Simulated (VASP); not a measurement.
# Ti in VASP: single point with PBE

Aim: the single point of Ti with PBE.

All numbers are computed with VASP 6.6.1; they aren't measurements. Logs are shortened: lines on timing, memory, paths and dates and some standing lists are left out, and cuts for length are marked.

### Step 1. The cell of the first run

The cell holds a slab with vacuum, 4 atoms: a = 3.255 Å, b = 3.255 Å, c = 18.883 Å, α = 90.00°, β = 90.00°, γ = 90.00°.

### Step 2. Single point, PBE

File INCAR:

```
SYSTEM = Ti
ALGO = Normal
DIPOL = 0.5 0.5 0.496
EDIFF = 1E-6
ENCUT = 520
GGA = PE
IDIPOL = 3
ISIF = 2
ISMEAR = 0
LASPH = .TRUE.
LCHARG = .FALSE.
LDIPOL = .TRUE.
LREAL = .FALSE.
LWAVE = .FALSE.
NBANDS = 32
NELM = 60
PREC = Accurate
SIGMA = 0.1
```

File KPOINTS:

```
k-points
0
G
  9 9 1
  0 0 0
```

File POSCAR:

```
Ti
1.0
    3.2553359259      0.0000000000      0.0000000000
    0.0000000000      3.2553359259      0.0000000000
    0.0000000000      0.0000000000     18.8830038888
Ti
4
Direct
    0.5000000000      0.5000000000      0.3707037313
    0.0000000000      0.0000000000      0.4569012438
    0.5000000000      0.5000000000      0.5384439600
    0.0000000000      0.0000000000      0.6185121555
```

Potentials or basis: VASP PAW PBE potentials, release 64 (Ti_sv).

The run is started by

```console
$ cat potpaw_PBE.64/Ti_sv/POTCAR > POTCAR
$ mpirun -np 1 vasp_std > vasp.out
```

OUTCAR:

```text
SYSTEM = Ti
   EDIFF = 1E-6
   ENCUT = 520
   GGA = PE
   ISIF = 2
   ISMEAR = 0
   LASPH = .TRUE.
   LREAL = .FALSE.
   NELM = 60
   PREC = Accurate

 ion  position               nearest neighbor table
   1  0.500  0.500  0.371-   2 2.82   2 2.82   2 2.82   2 2.82
   2  0.000  0.000  0.457-   3 2.77   3 2.77   3 2.77   3 2.77   1 2.82   1 2.82   1 2.82   1 2.82

   3  0.500  0.500  0.538-   4 2.75   4 2.75   4 2.75   4 2.75   2 2.77   2 2.77   2 2.77   2 2.77

   4  0.000  0.000  0.619-   3 2.75   3 2.75   3 2.75   3 2.75

  LATTYP: Found a simple tetragonal cell.
 ALAT       =     3.2553359259
 C/A-ratio  =     5.8006314306

  Lattice vectors:

 A1 = (   3.2553359259,   0.0000000000,   0.0000000000)
 A2 = (   0.0000000000,   3.2553359259,   0.0000000000)
 A3 = (   0.0000000000,   0.0000000000,  18.8830038888)

Analysis of symmetry for initial positions (statically):
=====================================================================
 Subroutine PRICEL returns:
 Original cell was already a primitive cell.

 Routine SETGRP: Setting up the symmetry group for a
 simple tetragonal supercell.

 Subroutine GETGRP returns: Found  8 space group operations
 (whereof  8 operations were pure point group operations)
 out of a pool of 16 trial point group operations.

The static configuration has the point symmetry C_4v.

Analysis of symmetry for dynamics (positions and initial velocities):
=====================================================================
 Subroutine PRICEL returns:
 Original cell was already a primitive cell.

 Routine SETGRP: Setting up the symmetry group for a
 simple tetragonal supercell.

 Subroutine GETGRP returns: Found  8 space group operations
 (whereof  8 operations were pure point group operations)
 out of a pool of 16 trial point group operations.

The dynamic configuration has the point symmetry C_4v.

 Subroutine INISYM returns: Found  8 space group operations
 (whereof  8 operations are pure point group operations),
 and found     1 'primitive' translations

----------------------------------------------------------------------------------------

                                     Primitive cell

  volume of cell :     200.1072

  direct lattice vectors                    reciprocal lattice vectors
     3.255335926  0.000000000  0.000000000     0.307187959  0.000000000  0.000000000
     0.000000000  3.255335926  0.000000000     0.000000000  0.307187959  0.000000000
     0.000000000  0.000000000 18.883003889     0.000000000  0.000000000  0.052957676

  length of vectors
     3.255335926  3.255335926 18.883003889     0.307187959  0.307187959  0.052957676

  position of ions in fractional coordinates (direct lattice)
     0.500000000  0.500000000  0.370703731
     0.000000000  0.000000000  0.456901244
     0.500000000  0.500000000  0.538443960
     0.000000000  0.000000000  0.618512155

  ion indices of the primitive-cell ions
   primitive index   ion index
                 1           1
                 2           2
                 3           3
                 4           4

----------------------------------------------------------------------------------------

 KPOINTS: k-points

Automatic generation of k-mesh.
 Grid dimensions read from file:
 generate k-points for:    9    9    1

 Generating k-lattice:

  Cartesian coordinates                     Fractional coordinates (reciprocal lattice)
     0.034131995  0.000000000  0.000000000     0.111111111  0.000000000  0.000000000
     0.000000000  0.034131995  0.000000000     0.000000000  0.111111111  0.000000000
     0.000000000  0.000000000  0.052957676     0.000000000  0.000000000  1.000000000

  Length of vectors
     0.034131995  0.034131995  0.052957676

  Shift w.r.t. Gamma in fractional coordinates (k-lattice)
     0.000000000  0.000000000  0.000000000

 Subroutine IBZKPT returns following result:
 ===========================================

 Found     15 irreducible k-points:

 Following reciprocal coordinates:
            Coordinates               Weight
  0.000000  0.000000  0.000000      1.000000
  0.111111  0.000000  0.000000      4.000000
  0.222222  0.000000  0.000000      4.000000
  0.333333  0.000000  0.000000      4.000000
  0.444444  0.000000  0.000000      4.000000
  0.111111  0.111111  0.000000      4.000000
  0.222222  0.111111  0.000000      8.000000
  0.333333  0.111111  0.000000      8.000000
  0.444444  0.111111  0.000000      8.000000
  0.222222  0.222222  0.000000      4.000000
  0.333333  0.222222  0.000000      8.000000
  0.444444  0.222222  0.000000      8.000000
  0.333333  0.333333  0.000000      4.000000
  0.444444  0.333333  0.000000      8.000000
  0.444444  0.444444  0.000000      4.000000
   k-points           NKPTS =     15   k-points in BZ     NKDIM =     15   number of bands    NBANDS=     32
   number of dos      NEDOS =    301   number of ions     NIONS =      4
   total plane-waves  NPLWV =  80640
   dimension x,y,z NGX =    24 NGY =   24 NGZ =  140
   dimension x,y,z NGXF=    48 NGYF=   48 NGZF=  280
   ions per type =               4
   NGX,Y,Z   is equivalent  to a cutoff of  12.26, 12.26, 12.33 a.u.
   NGXF,Y,Z  is equivalent  to a cutoff of  24.51, 24.51, 24.65 a.u.
 SYSTEM =  Ti
   PREC   = accura    normal or accurate (medium, high low for compatibility)
   ISTART =      0    job   : 0-new  1-cont  2-samecut
   ICHARG =      2    charge: 1-file 2-atom 10-const
   ISPIN  =      1    spin polarized calculation?
   LNONCOLLINEAR =      F non collinear calculations
   LSORBIT =      F    spin-orbit coupling
   LASPH  =      T    aspherical Exc in radial PAW
   ENCUT  =  520.0 eV  38.22 Ry    6.18 a.u.   6.05  6.05 35.11*2*pi/ulx,y,z
   NELM   =     60;   NELMIN=  2; NELMDL= -5     # of ELM steps
   EDIFF  = 0.1E-05   stopping-criterion for ELM
   LREAL  =      F    real-space projection
   EDIFFG = 0.1E-04   stopping-criterion for IOM
   NSW    =      0    number of steps for IOM
   IBRION =     -1    ionic relax: 0-MD 1-quasi-New 2-CG
   NFREE  =      0    steps in history (QN), initial steepest desc. (CG)
   ISIF   =      2    stress and relaxation
   ISYM   =      2    0-nonsym 1-usesym 2-fastsym
   POTIM  = 0.5000    time-step for ionic-motion
   TEBEG  =    0.0;   TEEND  =   0.0 temperature during run
   PSTRESS=    0.0 pullay stress
   NELECT =      48.0000    total number of electrons
   NUPDOWN=      -1.0000    fix difference up-down
   EMIN   =  10.00;   EMAX   =-10.00  energy-range for DOS
   EFERMI =   0.00;   METHOD = LEGACY
   ISMEAR =     0;   SIGMA  =   0.10  broadening in eV -4-tet -1-fermi 0-gaus
   EFERMI_NEDOS =   21; number of points for ismear=-14 and -15
   IALGO  =     38    algorithm
   IMIX   =      4    mixing-type and parameters
     AMIX     =   0.40;   BMIX     =  1.00
     AMIX_MAG =   1.60;   BMIX_MAG =  1.00
  volume/ion in A,a.u.               =      50.03       337.60
  Fermi-wavevector in a.u.,A,eV,Ry     =   1.017187  1.922206 14.077545  1.034670
  Thomas-Fermi vector in A             =   2.150574
   LORBIT       =      0    0 simple, 1 ext, 2 COOP (PROOUT), +10 PAW based schemes
   GGA     = PE    functional components
   LHFCALC =     F    Hartree Fock is set to
   AEXX    =    0.0000 exact exchange contribution
   IVDW    =     0    specifies the selected vdW correction
   LEPSILON=     F    determine dielectric tensor
   LRPA    =     F    only Hartree local field effects (RPA)
 non-spin polarized calculation
 Gauss-broadening in eV      SIGMA  =   0.10
  energy-cutoff  :      520.00
  volume of cell :      200.11
 maximum number of plane-waves:      5436
   NGX = 13   NGY = 13   NGZ = 71

 dipolmoment           0.000000      0.000000     -0.008083 electrons x Angstroem

 number of electron      48.0000017 magnetization

 dipolmoment           0.000000      0.000000      0.000614 electrons x Angstroem

 Free energy of the ion-electron system (eV)
  ---------------------------------------------------
  ext. energy  EPLUGINS =         0.00000000
  ---------------------------------------------------
  free energy    TOTEN  =       -28.86598840 eV

  energy without entropy =      -28.82571203  energy(sigma->0) =      -28.84585022

 E-fermi :   0.8073     XC(G=0):  -5.0882

 val. band max:        0.8018243758   @ k =   0.3333   0.2222   0.0000
 cond. band min:       0.8534807449   @ k =   0.2222   0.2222   0.0000
 fundamental gap:      0.0516563691
 Fermi energy:         0.8072857314

 k-point     1 :       0.0000    0.0000    0.0000
  band No.  band energies     occupation
      1     -56.2546      2.00000
      2     -56.1275      2.00000
      3     -55.5413      2.00000
      4     -55.3645      2.00000
      5     -32.6098      2.00000
      6     -32.4825      2.00000
[... 24 lines left out ...]
     31       2.4683      0.00000
     32       2.4688      0.00000

 k-point     2 :       0.1111    0.0000    0.0000
  band No.  band energies     occupation
      1     -56.2530      2.00000
      2     -56.1254      2.00000
      3     -55.5376      2.00000
      4     -55.3673      2.00000
      5     -32.6110      2.00000
      6     -32.4853      2.00000
[... 24 lines left out ...]
     31       2.0853      0.00000
     32       2.6762      0.00000
[... 418 lines left out ...]
     31       2.7063      0.00000
     32       2.8195      0.00000

 k-point    15 :       0.4444    0.4444    0.0000
  band No.  band energies     occupation
      1     -56.2314      2.00000
      2     -56.1006      2.00000
      3     -55.4927      2.00000
      4     -55.3847      2.00000
      5     -32.5774      2.00000
      6     -32.5322      2.00000
[... 24 lines left out ...]
     31       2.8071      0.00000
     32       3.0296      0.00000

------------------------ aborting loop because EDIFF is reached ----------------------------------------

 vacuum level on the upper side and lower side of the slab       (xc-potential included)        -0.204        -0.226

  FORCE on cell =-STRESS in cart. coord.  units (eV):
  Direction    XX          YY          ZZ          XY          YZ          ZX
  --------------------------------------------------------------------------------------
  -------------------------------------------------------------------------------------
  Total       -3.0070388     -3.0070388     -1.0946711      0.0000000     -0.0000000      0.0000000
  in kB      -24.0761424    -24.0761424     -8.7645883      0.0000000     -0.0000000      0.0000000
  external PRESSURE =     -18.9722910 kB  Pullay stress =       0.0000000 kB

 VOLUME and BASIS-vectors are now :
 -----------------------------------------------------------------------------
  energy-cutoff  :      520.00
  volume of cell :      200.11
      direct lattice vectors                 reciprocal lattice vectors
     3.255335926  0.000000000  0.000000000     0.307187959  0.000000000  0.000000000
     0.000000000  3.255335926  0.000000000     0.000000000  0.307187959  0.000000000
     0.000000000  0.000000000 18.883003889     0.000000000  0.000000000  0.052957676

 POSITION                                       TOTAL-FORCE (eV/Angst)
 -----------------------------------------------------------------------------------
      1.62767      1.62767      7.00000         0.000000     -0.000000      0.586559
      0.00000      0.00000      8.62767        -0.000000     -0.000000     -0.541972
      1.62767      1.62767     10.16744        -0.000000      0.000000     -0.011709
      0.00000      0.00000     11.67937        -0.000000     -0.000000     -0.032879
 -----------------------------------------------------------------------------------
    total drift:                                0.000000      0.000000     -0.000364

  FREE ENERGIE OF THE ION-ELECTRON SYSTEM (eV)
  ---------------------------------------------------
  free  energy   TOTEN  =       -28.8659884005 eV

  energy  without entropy=      -28.8257120348  energy(sigma->0) =      -28.84585022

 vacuum level on the upper side and lower side of the slab         3.931         3.906
```

Wall time 2.1 min (1 thread of Intel Xeon Platinum 8259CL at 2.50GHz (Skylake/Cascade Lake), shared host); peak memory 0.3 GiB.

Results:

```yaml
Free_energy: -28.8660 eV
Largest_force: 0.587 eV/Å
Band_gap_on_the_k_mesh: zero (band 24 reaches 1.14 eV, above the bottom of band 25 at 0.58 eV)
```

Forces on the atoms (eV/Å):
```
Ti   0.000  0.000  0.587
Ti   0.000  0.000 -0.542
Ti   0.000  0.000 -0.012
Ti   0.000  0.000 -0.033
```
